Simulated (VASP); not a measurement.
# Ag (Im-3m) in VASP: further runs

Ag is run at these levels: PBEsol; tasks: single point.

Everything below comes from runs of VASP 6.6.1. Logs are shortened: lines on timing, memory, paths and dates and some standing lists are left out, and cuts for length are marked.

## Step 1: The cell of the first run

Symmetry: Im-3m, No. 229, cubic system. The conventional cell has a = 3.311 Å, b = 3.311 Å, c = 3.311 Å, α = 90.00°, β = 90.00°, γ = 90.00°. Ag (site symmetry m-3m) has 14 Ag at 2.87 to 3.31 Å within 3.8 Å.

## Step 2: Single point, PBEsol

INCAR reads:

```
PREC     = Accurate       # precision mode
ENCUT    = 520            # plane-wave cutoff, eV
EDIFF    = 1E-6           # SCF threshold, eV
ISMEAR   = 0              # smearing method
SIGMA    = 0.05           # smearing width, eV
LREAL    = F              # projectors in reciprocal space
LASPH    = T              # aspherical terms in the spheres
NELM     = 80             # most SCF steps
ALGO     = Fast           # electronic algorithm
ISIF     = 2              # what is computed and relaxed
LWAVE    = F              # write WAVECAR
LCHARG   = F              # write CHGCAR
GGA      = PS             # functional
NBANDS   = 12             # bands
```

KPOINTS reads:

```
regular mesh
0
Gamma
  14 14 14
```

POSCAR reads:

```
Ag
1.0
   -1.6556540000      1.6556540000      1.6556540000
    1.6556540000     -1.6556540000      1.6556540000
    1.6556540000      1.6556540000     -1.6556540000
Ag
1
Direct
    0.0000000000      0.0000000000      0.0000000000
```

Potentials or basis: VASP PAW PBE potentials, release 64 (Ag).

Started as:

```
$ cat potpaw_PBE.64/Ag/POTCAR > POTCAR
$ mpirun -np 1 vasp_std > vasp.out
```

OUTCAR:

```text
PREC = Accurate
   ENCUT = 520
   EDIFF = 1E-6
   ISMEAR = 0
   LREAL = F
   LASPH = T
   NELM = 80
   ISIF = 2
   GGA = PS

 ion  position               nearest neighbor table
   1  0.000  0.000  0.000-

  LATTYP: Found a body centered cubic cell.
 ALAT       =     3.3113080000

  Lattice vectors:

 A1 = (  -1.6556540000,   1.6556540000,   1.6556540000)
 A2 = (   1.6556540000,  -1.6556540000,   1.6556540000)
 A3 = (   1.6556540000,   1.6556540000,  -1.6556540000)

Analysis of symmetry for initial positions (statically):
=====================================================================
 Subroutine PRICEL returns:
 Original cell was already a primitive cell.

 Routine SETGRP: Setting up the symmetry group for a
 body centered cubic supercell.

 Subroutine GETGRP returns: Found 48 space group operations
[... 9 lines left out ...]

 Routine SETGRP: Setting up the symmetry group for a
 body centered cubic supercell.

 Subroutine GETGRP returns: Found 48 space group operations
[... 11 lines left out ...]
                                     Primitive cell

  volume of cell :      18.1538

  direct lattice vectors                    reciprocal lattice vectors
    -1.655654000  1.655654000  1.655654000     0.000000000  0.301995465  0.301995465
     1.655654000 -1.655654000  1.655654000     0.301995465  0.000000000  0.301995465
     1.655654000  1.655654000 -1.655654000     0.301995465  0.301995465  0.000000000

  length of vectors
     2.867676848  2.867676848  2.867676848     0.427086083  0.427086083  0.427086083

  position of ions in fractional coordinates (direct lattice)
     0.000000000  0.000000000  0.000000000

  ion indices of the primitive-cell ions
   primitive index   ion index
                 1           1

----------------------------------------------------------------------------------------

 KPOINTS: regular mesh

Automatic generation of k-mesh.
 Grid dimensions read from file:
 generate k-points for:   14   14   14

 Generating k-lattice:

  Cartesian coordinates                     Fractional coordinates (reciprocal lattice)
     0.000000000  0.021571105  0.021571105     0.071428571  0.000000000  0.000000000
     0.021571105  0.000000000  0.021571105     0.000000000  0.071428571  0.000000000
     0.021571105  0.021571105  0.000000000     0.000000000  0.000000000  0.071428571

  Length of vectors
[... 54 lines left out ...]
   NELM   =     80;   NELMIN=  2; NELMDL= -5     # of ELM steps
   EDIFF  = 0.1E-05   stopping-criterion for ELM
   LREAL  =      F    real-space projection
   EDIFFG = 0.1E-04   stopping-criterion for IOM
   NSW    =      0    number of steps for IOM
   IBRION =     -1    ionic relax: 0-MD 1-quasi-New 2-CG
   NFREE  =      0    steps in history (QN), initial steepest desc. (CG)
   ISIF   =      2    stress and relaxation
   ISYM   =      2    0-nonsym 1-usesym 2-fastsym
   POTIM  = 0.5000    time-step for ionic-motion
   TEBEG  =    0.0;   TEEND  =   0.0 temperature during run
   PSTRESS=    0.0 pullay stress
   NELECT =      11.0000    total number of electrons
   NUPDOWN=      -1.0000    fix difference up-down
   EMIN   =  10.00;   EMAX   =-10.00  energy-range for DOS
   EFERMI =   0.00;   METHOD = LEGACY
   ISMEAR =     0;   SIGMA  =   0.05  broadening in eV -4-tet -1-fermi 0-gaus
   EFERMI_NEDOS =   21; number of points for ismear=-14 and -15
   IALGO  =     68    algorithm
   IMIX   =      4    mixing-type and parameters
     AMIX     =   0.40;   BMIX     =  1.00
     AMIX_MAG =   1.60;   BMIX_MAG =  1.00
  volume/ion in A,a.u.               =      18.15       122.51
  Fermi-wavevector in a.u.,A,eV,Ry     =   1.385318  2.617871 26.111022  1.919106
  Thomas-Fermi vector in A             =   2.509739
   LORBIT       =      0    0 simple, 1 ext, 2 COOP (PROOUT), +10 PAW based schemes
   GGA     = PS    functional components
   LHFCALC =     F    Hartree Fock is set to
   AEXX    =    0.0000 exact exchange contribution
   IVDW    =     0    specifies the selected vdW correction
   LEPSILON=     F    determine dielectric tensor
   LRPA    =     F    only Hartree local field effects (RPA)
 non-spin polarized calculation
 RMM-DIIS sequential band-by-band and
 Gauss-broadening in eV      SIGMA  =   0.05
  energy-cutoff  :      520.00
  volume of cell :       18.15
 maximum number of plane-waves:       498
 NGX is ok and might be reduce to    24
   NGX = 11   NGY = 11   NGZ = 11

 number of electron      11.0000001 magnetization

 Free energy of the ion-electron system (eV)
  ---------------------------------------------------
  ext. energy  EPLUGINS =         0.00000000
  ---------------------------------------------------
  free energy    TOTEN  =        -3.22828503 eV

  energy without entropy =       -3.22770494  energy(sigma->0) =       -3.22799498

 E-fermi :   7.3752     XC(G=0): -12.0392

 val. band max:        7.3477664685   @ k =  -0.3571   0.4286   0.1429
 cond. band min:       7.4190940588   @ k =   0.5000   0.0000   0.0000
 fundamental gap:      0.0713275903
 Fermi energy:         7.3752473535

 k-point     1 :       0.0000    0.0000    0.0000
  band No.  band energies     occupation
      1       0.0218      2.00000
      2       2.7425      2.00000
      3       2.7425      2.00000
      4       2.7425      2.00000
      5       3.9598      2.00000
      6       3.9598      2.00000
      7      25.1038      0.00000
      8      25.1038      0.00000
      9      25.1038      0.00000
     10      30.4588      0.00000
     11      30.4589      0.00000
     12      30.4617      0.00000
[... 331 lines left out ...]
 k-point    24 :       0.3571    0.2857    0.0000
  band No.  band energies     occupation
      1       1.9375      2.00000
      2       2.5440      2.00000
      3       2.9322      2.00000
      4       3.9992      2.00000
      5       4.1586      2.00000
      6      11.0351      0.00000
      7      11.8482      0.00000
      8      13.4995      0.00000
      9      21.1355      0.00000
     10      27.9095      0.00000
     11      28.8411      0.00000
     12      34.7048      0.00000

 [... further k-points ...]
[... 5 lines left out ...]
  --------------------------------------------------------------------------------------
  -------------------------------------------------------------------------------------
  Total       -0.7883211     -0.7883211     -0.7883211     -0.0000000      0.0000000     -0.0000000
  in kB      -69.5736837    -69.5736837    -69.5736837     -0.0000000      0.0000000     -0.0000000
  external PRESSURE =     -69.5736837 kB  Pullay stress =       0.0000000 kB

 VOLUME and BASIS-vectors are now :
 -----------------------------------------------------------------------------
  energy-cutoff  :      520.00
  volume of cell :       18.15
      direct lattice vectors                 reciprocal lattice vectors
    -1.655654000  1.655654000  1.655654000     0.000000000  0.301995465  0.301995465
     1.655654000 -1.655654000  1.655654000     0.301995465  0.000000000  0.301995465
     1.655654000  1.655654000 -1.655654000     0.301995465  0.301995465  0.000000000

 POSITION                                       TOTAL-FORCE (eV/Angst)
 -----------------------------------------------------------------------------------
      0.00000      0.00000      0.00000         0.000000     -0.000000      0.000000
 -----------------------------------------------------------------------------------
    total drift:                               -0.000000      0.000000      0.000000

  FREE ENERGIE OF THE ION-ELECTRON SYSTEM (eV)
  ---------------------------------------------------
  free  energy   TOTEN  =        -3.2282850252 eV

  energy  without entropy=       -3.2277049391  energy(sigma->0) =       -3.22799498
```

stdout:

```text
POSCAR found type information on POSCAR Ag
 POSCAR found :  1 types and       1 ions
 scaLAPACK will be used
 -----------------------------------------------------------------------------
|                                                                             |
|                                                                             |
|     You enforced a specific xc type in the INCAR file but a different       |
|     I HOPE YOU KNOW WHAT YOU ARE DOING!                                     |
|                                                                             |
 -----------------------------------------------------------------------------

 LDA part: xc-table for (Slater+PW92), standard interpolation
 POSCAR, INCAR and KPOINTS ok, starting setup
 FFT: planning ... GRIDC
 FFT: planning ... GRID_SOFT
 FFT: planning ... GRID
 WAVECAR not read
 entering main loop
```

Run time: 11 s. Hardware: 1 thread of Intel Xeon Platinum 8488C (Sapphire Rapids), shared host; peak memory 0.15 GiB.

Results:

```yaml
Free_energy: -3.2283 eV
Pressure: -7.0 GPa
```

Caveat: the PAW data sets were made with another functional, which shifts forces and pressure a little.

## Step 3: Single point, PBEsol

This run uses another cell than the first one, of 21.78 Å³/atom, 1.200 times its volume.

INCAR reads:

```
PREC = Accurate
ENCUT = 520
EDIFF = 1E-6
ISMEAR = 0
SIGMA = 0.05
LREAL = False
LASPH = True
NELM = 60
ALGO = Fast
ISIF = 2
LWAVE = False
LCHARG = False
GGA = PS
NBANDS = 12
```

KPOINTS reads:

```
Automatic mesh
0
Gamma
  14 14 14
```

POSCAR reads:

```
Ag
1.0
   -1.7593949107      1.7593949107      1.7593949107
    1.7593949107     -1.7593949107      1.7593949107
    1.7593949107      1.7593949107     -1.7593949107
Ag
1
Direct
    0.0000000000      0.0000000000      0.0000000000
```

Potentials or basis: VASP PAW PBE potentials, release 64 (Ag).

Started as:

```
$ cat potpaw_PBE.64/Ag/POTCAR > POTCAR
$ mpirun -np 1 vasp_std > vasp.out
```

Wall time 12 s (1 thread of Intel Xeon Platinum 8488C (Sapphire Rapids), shared host); peak memory 0.15 GiB.

Results (log left out):

```yaml
Free_energy: -2.9676 eV
Pressure: -14.2 GPa
```

Levels at points of the mesh, in eV from the Fermi level:
```
           k point  band 3  band 4  band 5  band 6  band 7  band 8
(0.00, 0.00, 0.00)   -4.12   -4.12   -3.22   -3.22   16.92   16.92
(0.50, 0.00, 0.00)   -3.27   -3.16   -2.58    0.43    2.89   12.29
(0.50, 0.50, 0.50)   -2.73   -2.73   -2.73    6.17    6.17    6.17
```

Caveat: the PAW data sets were made with another functional, which shifts forces and pressure a little.
